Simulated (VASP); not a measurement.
A run of VASP 6.6.1 is set up as follows.

POSCAR

```
GaN
1.0
    0.0000000000      2.2230441631      2.2230441631
    2.2230441631      0.0000000000      2.2230441631
    2.2230441631      2.2230441631      0.0000000000
Ga N
1 1
Direct
    0.0000000000      0.0000000000      0.0000000000
    0.2500000000      0.2500000000      0.2500000000
```

INCAR.step1

```
ALGO = Normal
EDIFF = 1E-5
ENCUT = 520
GGA = PE
ISIF = 2
ISMEAR = -1
LASPH = True
LCHARG = False
LREAL = False
LWAVE = True
NBANDS = 16
NELM = 100
PREC = Accurate
SIGMA = 0.05
```

File INCAR.step2:

```
AEXX = 0.2
AGGAC = 0.81
AGGAX = 0.72
ALDAC = 0.19
ALGO = Normal
EDIFF = 1E-7
ENCUT = 520
GGA = B3
ISIF = 2
ISMEAR = -1
ISTART = 1
LASPH = True
LCHARG = False
LHFCALC = True
LREAL = False
LWAVE = False
NBANDS = 16
NELM = 100
PREC = Accurate
PRECFOCK = Normal
SIGMA = 0.05
```

The input KPOINTS:

```
k-points
0
Gamma
  5 5 5
```

Potentials or basis: VASP PAW PBE potentials, release 64 (Ga_d, N).

Launch:

```sh
$ cat potpaw_PBE.64/Ga_d/POTCAR potpaw_PBE.64/N/POTCAR > POTCAR
$ cp INCAR.step1 INCAR
$ mpirun -np 1 vasp_std > vasp.out
$ cp INCAR.step2 INCAR
$ mpirun -np 1 vasp_std > vasp.out
```

Q: Estimate the band gap on the k mesh.

A: 3.74 eV.

Q: What does it give for the pressure?

A: 14.3 GPa.

Caveat: the k points lie up to 0.49 Å⁻¹ apart; the PAW data sets were made with another functional, which shifts forces and pressure a little.
